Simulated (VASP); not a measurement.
# Zn (Fm-3m) in VASP: further runs

Runs on Zn. Level: r2SCAN. Tasks: single point.

Program: VASP 6.6.1. These are calculated values, not measurements. Logs are shortened: lines on timing, memory, paths and dates and some standing lists are left out, and cuts for length are marked.

## 1. The cell of the first run

The structure is cubic, space group Fm-3m (No. 225). The conventional cell has a = 3.930 Å, b = 3.930 Å, c = 3.930 Å, α = 90.00°, β = 90.00°, γ = 90.00°. Within 3.7 Å of Zn (site symmetry m-3m) lie 12 Zn at 2.78 Å.

## 2. Single point, r2SCAN

The input, POSCAR:

```
Zn
1.0
    0.0000000000      1.9647760000      1.9647760000
    1.9647760000      0.0000000000      1.9647760000
    1.9647760000      1.9647760000      0.0000000000
Zn
1
Direct
    0.0000000000      0.0000000000      0.0000000000
```

The input, INCAR.step1:

```
ALGO     = Normal         # electronic algorithm
EDIFF    = 1E-4           # SCF threshold, eV
ENCUT    = 520            # plane-wave cutoff, eV
GGA      = PE             # functional
ISMEAR   = -1             # smearing method
LASPH    = T              # aspherical terms in the spheres
LCHARG   = F              # write CHGCAR
LREAL    = F              # projectors in reciprocal space
LWAVE    = T              # write WAVECAR
NBANDS   = 12             # bands
NELM     = 80             # most SCF steps
PREC     = Accurate       # precision mode
SIGMA    = 0.15           # smearing width, eV
```

The input, INCAR.step2:

```
ALGO     = Normal         # electronic algorithm
EDIFF    = 1E-6           # SCF threshold, eV
ENCUT    = 520            # plane-wave cutoff, eV
ISIF     = 2              # what is computed and relaxed
ISMEAR   = -1             # smearing method
ISTART   = 1            
LASPH    = T              # aspherical terms in the spheres
LCHARG   = F              # write CHGCAR
LMIXTAU  = T            
LREAL    = F              # projectors in reciprocal space
LWAVE    = F              # write WAVECAR
METAGGA  = R2SCAN         # meta-GGA
NBANDS   = 12             # bands
NELM     = 80             # most SCF steps
PREC     = Accurate       # precision mode
SIGMA    = 0.15           # smearing width, eV
```

The input, KPOINTS:

```
k-points
0
Gamma
  3 3 3
```

Potentials or basis: VASP PAW PBE potentials, release 64 (Zn).

Started as:

```bash
> cat potpaw_PBE.64/Zn/POTCAR > POTCAR
> cp INCAR.step1 INCAR
> mpirun -np 1 vasp_std > vasp.out
> cp INCAR.step2 INCAR
> mpirun -np 1 vasp_std > vasp.out
```

OUTCAR:

```text
EDIFF = 1E-6
   ENCUT = 520
   ISIF = 2
   ISMEAR = -1
   ISTART = 1
   LASPH = T
   LREAL = F
   METAGGA = R2SCAN
   NELM = 80
   PREC = Accurate

 ion  position               nearest neighbor table
   1  0.000  0.000  0.000-

  LATTYP: Found a face centered cubic cell.
 ALAT       =     3.9295520000

  Lattice vectors:

 A1 = (   0.0000000000,   1.9647760000,   1.9647760000)
 A2 = (   1.9647760000,   0.0000000000,   1.9647760000)
 A3 = (   1.9647760000,   1.9647760000,   0.0000000000)

Analysis of symmetry for initial positions (statically):
=====================================================================
 Subroutine PRICEL returns:
 Original cell was already a primitive cell.

 Routine SETGRP: Setting up the symmetry group for a
 face centered cubic supercell.

 Subroutine GETGRP returns: Found 48 space group operations
 (whereof 48 operations were pure point group operations)
 out of a pool of 48 trial point group operations.

The static configuration has the point symmetry O_h .

Analysis of symmetry for dynamics (positions and initial velocities):
=====================================================================
 Subroutine PRICEL returns:
 Original cell was already a primitive cell.

 Routine SETGRP: Setting up the symmetry group for a
 face centered cubic supercell.

 Subroutine GETGRP returns: Found 48 space group operations
 (whereof 48 operations were pure point group operations)
 out of a pool of 48 trial point group operations.

The dynamic configuration has the point symmetry O_h .

 Subroutine INISYM returns: Found 48 space group operations
 (whereof 48 operations are pure point group operations),
 and found     1 'primitive' translations

----------------------------------------------------------------------------------------

                                     Primitive cell

  volume of cell :      15.1694

  direct lattice vectors                    reciprocal lattice vectors
     0.000000000  1.964776000  1.964776000    -0.254481936  0.254481936  0.254481936
     1.964776000  0.000000000  1.964776000     0.254481936 -0.254481936  0.254481936
     1.964776000  1.964776000  0.000000000     0.254481936  0.254481936 -0.254481936

  length of vectors
     2.778612866  2.778612866  2.778612866     0.440775643  0.440775643  0.440775643

  position of ions in fractional coordinates (direct lattice)
     0.000000000  0.000000000  0.000000000

  ion indices of the primitive-cell ions
   primitive index   ion index
                 1           1

----------------------------------------------------------------------------------------

 KPOINTS: k-points

Automatic generation of k-mesh.
 Grid dimensions read from file:
 generate k-points for:    3    3    3

 Generating k-lattice:

  Cartesian coordinates                     Fractional coordinates (reciprocal lattice)
    -0.084827312  0.084827312  0.084827312     0.333333333  0.000000000  0.000000000
     0.084827312 -0.084827312  0.084827312     0.000000000  0.333333333  0.000000000
     0.084827312  0.084827312 -0.084827312     0.000000000  0.000000000  0.333333333

  Length of vectors
     0.146925214  0.146925214  0.146925214

  Shift w.r.t. Gamma in fractional coordinates (k-lattice)
     0.000000000  0.000000000  0.000000000

 Subroutine IBZKPT returns following result:
 ===========================================

 Found      4 irreducible k-points:

 Following reciprocal coordinates:
            Coordinates               Weight
  0.000000  0.000000  0.000000      1.000000
  0.333333  0.000000  0.000000      8.000000
  0.333333  0.333333  0.000000      6.000000
 -0.333333  0.333333  0.000000     12.000000
   k-points           NKPTS =      4   k-points in BZ     NKDIM =      4   number of bands    NBANDS=     12
   number of dos      NEDOS =    301   number of ions     NIONS =      1
   total plane-waves  NPLWV =  13824
   dimension x,y,z NGX =    24 NGY =   24 NGZ =   24
   dimension x,y,z NGXF=    48 NGYF=   48 NGZF=   48
   ions per type =               1
   NGX,Y,Z   is equivalent  to a cutoff of  14.36, 14.36, 14.36 a.u.
   NGXF,Y,Z  is equivalent  to a cutoff of  28.72, 28.72, 28.72 a.u.
 SYSTEM =  unknown system
   PREC   = accura    normal or accurate (medium, high low for compatibility)
   ISTART =      1    job   : 0-new  1-cont  2-samecut
   ICHARG =      0    charge: 1-file 2-atom 10-const
   ISPIN  =      1    spin polarized calculation?
   LNONCOLLINEAR =      F non collinear calculations
   LSORBIT =      F    spin-orbit coupling
   LASPH  =      T    aspherical Exc in radial PAW
   ENCUT  =  520.0 eV  38.22 Ry    6.18 a.u.   5.17  5.17  5.17*2*pi/ulx,y,z
   NELM   =     80;   NELMIN=  2; NELMDL=  0     # of ELM steps
   EDIFF  = 0.1E-05   stopping-criterion for ELM
   LREAL  =      F    real-space projection
   EDIFFG = 0.1E-04   stopping-criterion for IOM
   NSW    =      0    number of steps for IOM
   IBRION =     -1    ionic relax: 0-MD 1-quasi-New 2-CG
   NFREE  =      0    steps in history (QN), initial steepest desc. (CG)
   ISIF   =      2    stress and relaxation
   ISYM   =      2    0-nonsym 1-usesym 2-fastsym
   POTIM  = 0.5000    time-step for ionic-motion
   TEBEG  =    0.0;   TEEND  =   0.0 temperature during run
   PSTRESS=    0.0 pullay stress
   NELECT =      12.0000    total number of electrons
   NUPDOWN=      -1.0000    fix difference up-down
   EMIN   =  10.00;   EMAX   =-10.00  energy-range for DOS
   EFERMI =   0.00;   METHOD = LEGACY
   ISMEAR =    -1;   SIGMA  =   0.15  broadening in eV -4-tet -1-fermi 0-gaus
   EFERMI_NEDOS =   21; number of points for ismear=-14 and -15
   IALGO  =     38    algorithm
   IMIX   =      4    mixing-type and parameters
     AMIX     =   0.40;   BMIX     =  1.00
     AMIX_MAG =   1.60;   BMIX_MAG =  1.00
  volume/ion in A,a.u.               =      15.17       102.37
  Fermi-wavevector in a.u.,A,eV,Ry     =   1.514069  2.861175 31.190044  2.292404
  Thomas-Fermi vector in A             =   2.623775
   LORBIT       =      0    0 simple, 1 ext, 2 COOP (PROOUT), +10 PAW based schemes
   METAGGA = R2SCAN    functional components
   LHFCALC =     F    Hartree Fock is set to
   AEXX    =    0.0000 exact exchange contribution
   IVDW    =     0    specifies the selected vdW correction
   LEPSILON=     F    determine dielectric tensor
   LRPA    =     F    only Hartree local field effects (RPA)
 non-spin polarized calculation
  energy-cutoff  :      520.00
  volume of cell :       15.17
 maximum number of plane-waves:       419
 NGX is ok and might be reduce to    24
   NGX = 11   NGY = 11   NGZ = 11

 number of electron      12.0000008 magnetization

 Free energy of the ion-electron system (eV)
  ---------------------------------------------------
  ext. energy  EPLUGINS =         0.00000000
  ---------------------------------------------------
  free energy    TOTEN  =        -8.58128166 eV

  energy without entropy =       -8.58100078  energy(sigma->0) =       -8.58114122

 E-fermi :   3.5996     XC(G=0): -12.6687

 val. band max:        2.2232376073   @ k =  -0.3333   0.3333   0.0000
 cond. band min:       4.9759618535   @ k =  -0.3333   0.3333   0.0000
 fundamental gap:      2.7527242462
 Fermi energy:         3.5995981492

 k-point     1 :       0.0000    0.0000    0.0000
  band No.  band energies     occupation
      1      -7.8709      2.00000
      2      -4.9675      2.00000
      3      -4.9675      2.00000
      4      -4.9675      2.00000
      5      -4.5795      2.00000
      6      -4.5795      2.00000
      7      22.2859      0.00000
      8      22.2859      0.00000
      9      22.2859      0.00000
     10      22.7041      0.00000
     11      24.8041      0.00000
     12      24.8041      0.00000

 k-point     2 :       0.3333    0.0000    0.0000
  band No.  band energies     occupation
      1      -5.7604      2.00000
      2      -4.9208      2.00000
      3      -4.9206      2.00000
      4      -4.4204      2.00000
      5      -4.4202      2.00000
      6      -3.7363      2.00000
      7       6.9961      0.00000
      8      19.3706      0.00000
      9      19.3707      0.00000
     10      21.6310      0.00000
     11      24.1250      0.00000
     12      24.1252      0.00000

 k-point     3 :       0.3333    0.3333    0.0000
  band No.  band energies     occupation
      1      -5.5502      2.00000
      2      -5.4441      2.00000
      3      -4.4337      2.00000
      4      -4.4337      2.00000
      5      -4.3752      2.00000
      6      -2.6845      2.00000
      7      11.6793      0.00000
      8      13.3421      0.00000
      9      13.3421      0.00000
     10      16.1919      0.00000
     11      17.6330      0.00000
     12      37.9597      0.00000

 k-point     4 :      -0.3333    0.3333    0.0000
  band No.  band energies     occupation
      1      -5.3635      2.00000
      2      -5.1182      2.00000
      3      -4.8657      2.00000
      4      -4.5820      2.00000
      5      -4.3845      2.00000
      6       2.2232      1.99979
      7       4.9760      0.00021
      8       6.5966      0.00000
      9      14.6645      0.00000
     10      17.7336      0.00000
     11      29.8100      0.00000
     12      32.2184      0.00000

------------------------ aborting loop because EDIFF is reached ----------------------------------------

  FORCE on cell =-STRESS in cart. coord.  units (eV):
  Direction    XX          YY          ZZ          XY          YZ          ZX
  --------------------------------------------------------------------------------------
  -------------------------------------------------------------------------------------
  Total       -0.0293400     -0.0293400     -0.0293400      0.0000000     -0.0000000      0.0000000
  in kB       -3.0988611     -3.0988611     -3.0988611      0.0000000     -0.0000000      0.0000000
  external PRESSURE =      -3.0988611 kB  Pullay stress =       0.0000000 kB

 VOLUME and BASIS-vectors are now :
 -----------------------------------------------------------------------------
  energy-cutoff  :      520.00
  volume of cell :       15.17
      direct lattice vectors                 reciprocal lattice vectors
     0.000000000  1.964776000  1.964776000    -0.254481936  0.254481936  0.254481936
     1.964776000  0.000000000  1.964776000     0.254481936 -0.254481936  0.254481936
     1.964776000  1.964776000  0.000000000     0.254481936  0.254481936 -0.254481936

 POSITION                                       TOTAL-FORCE (eV/Angst)
 -----------------------------------------------------------------------------------
      0.00000      0.00000      0.00000         0.000000      0.000000      0.000000
 -----------------------------------------------------------------------------------
    total drift:                               -0.000000      0.000000      0.000000

  FREE ENERGIE OF THE ION-ELECTRON SYSTEM (eV)
  ---------------------------------------------------
  free  energy   TOTEN  =        -8.5812816586 eV

  energy  without entropy=       -8.5810007756  energy(sigma->0) =       -8.58114122
```

Run time: 9.3 s. Hardware: 1 thread of Intel Xeon 6975P-C (Granite Rapids), shared host; peak memory 0.14 GiB.

The run converged, but its numbers aren't listed here, since they failed a check.

Caveat: the k points lie up to 0.92 Å⁻¹ apart; the mesh shows a gap though the element is a metal; the PAW data sets were made with another functional, which shifts forces and pressure a little.

## 3. Single point, r2SCAN

POSCAR is that of step 2.

The input, INCAR.step1:

```
ALGO = Normal
EDIFF = 1E-4
ENCUT = 520
GGA = PE
ISMEAR = -1
LASPH = T
LCHARG = F
LREAL = F
LWAVE = T
NBANDS = 12
NELM = 100
PREC = Accurate
SIGMA = 0.15
```

The input, INCAR.step2:

```
ALGO = Normal
EDIFF = 1E-6
ENCUT = 520
ISIF = 2
ISMEAR = -1
ISTART = 1
LASPH = T
LCHARG = F
LMIXTAU = T
LREAL = F
LWAVE = F
METAGGA = R2SCAN
NBANDS = 12
NELM = 100
PREC = Accurate
SIGMA = 0.15
```

The input, KPOINTS:

```
k-points
0
Gamma
  5 5 5
```

Potentials or basis: VASP PAW PBE potentials, release 64 (Zn).

Started as:

```bash
> cat potpaw_PBE.64/Zn/POTCAR > POTCAR
> cp INCAR.step1 INCAR
> mpirun -np 1 vasp_std > vasp.out
> cp INCAR.step2 INCAR
> mpirun -np 1 vasp_std > vasp.out
```

It took 10 s on 1 thread of Intel Xeon 6975P-C (Granite Rapids), shared host; peak memory 0.13 GiB.

Results (log left out):

- Free energy: -8.8264 eV
- Pressure: -3.8 GPa
- Band gap on the k mesh: zero (filled and empty bands overlap)

Levels at points of the mesh, in eV from the Fermi level:
| k point | band 4 | band 5 | band 6 | band 7 | band 8 | band 9 |
| --- | --- | --- | --- | --- | --- | --- |
| (0.00, 0.00, 0.00) | -7.95 | -7.56 | -7.56 | 19.35 | 19.35 | 19.35 |

Caveat: the k points lie up to 0.55 Å⁻¹ apart; the PAW data sets were made with another functional, which shifts forces and pressure a little.

## 4. Single point, r2SCAN

POSCAR is that of step 3.

The input, INCAR.step1:

```
SYSTEM = Zn
PREC = Accurate ; ENCUT = 520
ISMEAR = -1 ; SIGMA = 0.15
LREAL = .False. ; LASPH = .True.
NELM = 60 ; NBANDS = 12
GGA = PE ; ALGO = Normal
EDIFF = 1E-4 ; LWAVE = .True.
LCHARG = .False.
```

The input, INCAR.step2:

```
SYSTEM = Zn
PREC = Accurate ; ENCUT = 520
EDIFF = 1E-6 ; ISMEAR = -1
SIGMA = 0.15 ; LREAL = .False.
LASPH = .True. ; NELM = 60
ALGO = Normal ; ISIF = 2
LWAVE = .False. ; LCHARG = .True.
METAGGA = R2SCAN ; LMIXTAU = .True.
LELF = .True. ; LVHAR = .True.
NBANDS = 12 ; ISTART = 1
```

The input, KPOINTS:

```
regular mesh
0
Gamma
  7 7 7
  0 0 0
```

Started as:

```bash
> cat potpaw_PBE.64/Zn/POTCAR > POTCAR
> cp INCAR.step1 INCAR
> mpirun -np 1 vasp_std > vasp.out
> cp INCAR.step2 INCAR
> mpirun -np 1 vasp_std > vasp.out
```

Run time: 13 s. Hardware: 1 thread of Intel Xeon 6975P-C (Granite Rapids), shared host; peak memory 0.14 GiB.

The run converged. Its results:

```yaml
Free_energy: -8.9130 eV
Pressure: -4.5 GPa
Band_gap_on_the_k_mesh: zero (band 6 reaches 3.98 eV, above the bottom of band 7 at 2.33 eV)
```

Levels at points of the mesh, in eV from the Fermi level:
```
           k point  band 3  band 4  band 5  band 6  band 7  band 8  band 9  band 10
(0.00, 0.00, 0.00)   -7.97   -7.97   -7.59   -7.59   19.32   19.32   19.32    19.67
```

Caveat: the k points lie up to 0.40 Å⁻¹ apart; the PAW data sets were made with another functional, which shifts forces and pressure a little.

## 5. Single point, r2SCAN

POSCAR is that of step 4.

The input, INCAR.step1:

```
SYSTEM = Zn
PREC     = Accurate       ! precision mode
ENCUT    = 520            ! plane-wave cutoff, eV
ISMEAR   = -1             ! smearing method
SIGMA    = 0.15           ! smearing width, eV
LREAL    = .FALSE.        ! projectors in reciprocal space
LASPH    = .TRUE.         ! aspherical terms in the spheres
NELM     = 100            ! most SCF steps
NBANDS   = 12             ! bands
GGA      = PE             ! functional
ALGO     = Normal         ! electronic algorithm
EDIFF    = 1E-4           ! SCF threshold, eV
LWAVE    = .TRUE.         ! write WAVECAR
LCHARG   = .FALSE.        ! write CHGCAR
```

The input, INCAR.step2:

```
SYSTEM = Zn
PREC     = Accurate       ! precision mode
ENCUT    = 520            ! plane-wave cutoff, eV
EDIFF    = 1E-7           ! SCF threshold, eV
ISMEAR   = -1             ! smearing method
SIGMA    = 0.15           ! smearing width, eV
LREAL    = .FALSE.        ! projectors in reciprocal space
LASPH    = .TRUE.         ! aspherical terms in the spheres
NELM     = 100            ! most SCF steps
ALGO     = Normal         ! electronic algorithm
ISIF     = 2              ! what is computed and relaxed
LWAVE    = .FALSE.        ! write WAVECAR
LCHARG   = .TRUE.         ! write CHGCAR
METAGGA  = R2SCAN         ! meta-GGA
LMIXTAU  = .TRUE.       
LELF     = .TRUE.         ! ELF
LVHAR    = .TRUE.       
NBANDS   = 12             ! bands
ISTART   = 1
```

The input, KPOINTS:

```
Automatic mesh
0
G
  10 10 10
  0 0 0
```

Started as:

```bash
> cat potpaw_PBE.64/Zn/POTCAR > POTCAR
> cp INCAR.step1 INCAR
> mpirun -np 1 vasp_std > vasp.out
> cp INCAR.step2 INCAR
> mpirun -np 1 vasp_std > vasp.out
```

It took 23 s on 1 thread of Intel Xeon 6975P-C (Granite Rapids), shared host; peak memory 0.14 GiB.

The run converged. Its results:

```yaml
Free_energy: -8.8711 eV
Pressure: -4.2 GPa
Band_gap_on_the_k_mesh: zero (band 6 reaches 4.13 eV, above the bottom of band 7 at 1.59 eV)
```

Levels at points of the mesh, in eV from the Fermi level:
| k point | band 4 | band 5 | band 6 | band 7 | band 8 | band 9 |
| --- | --- | --- | --- | --- | --- | --- |
| (0.00, 0.00, 0.00) | -8.09 | -7.70 | -7.70 | 19.20 | 19.20 | 19.20 |
| (0.50, 0.00, 0.00) | -7.42 | -7.42 | -3.23 | -1.51 | 16.02 | 16.02 |
| (0.50, 0.50, 0.00) | -7.34 | -7.34 | -1.25 | 1.79 | 8.79 | 8.79 |

Caveat: the PAW data sets were made with another functional, which shifts forces and pressure a little.

## 6. The runs side by side

```tsv
k mesh	gap on the mesh (eV)	pressure (GPa)
5 × 5 × 5	none	-3.8
7 × 7 × 7	none	-4.5
10 × 10 × 10	none	-4.2
```

Alike in all rows: task single point; level r2SCAN; potentials or basis VASP PAW PBE potentials, release 64 (Zn); no spin polarisation; cell as given; cutoff (eV) 520; smearing fermi-dirac 0.15 eV.

Caveats: some runs use coarse meshes; the PAW data sets were made with another functional, which shifts forces and pressure a little.

Total energies depend on the potentials used, so only differences within one code and one set of settings carry meaning.
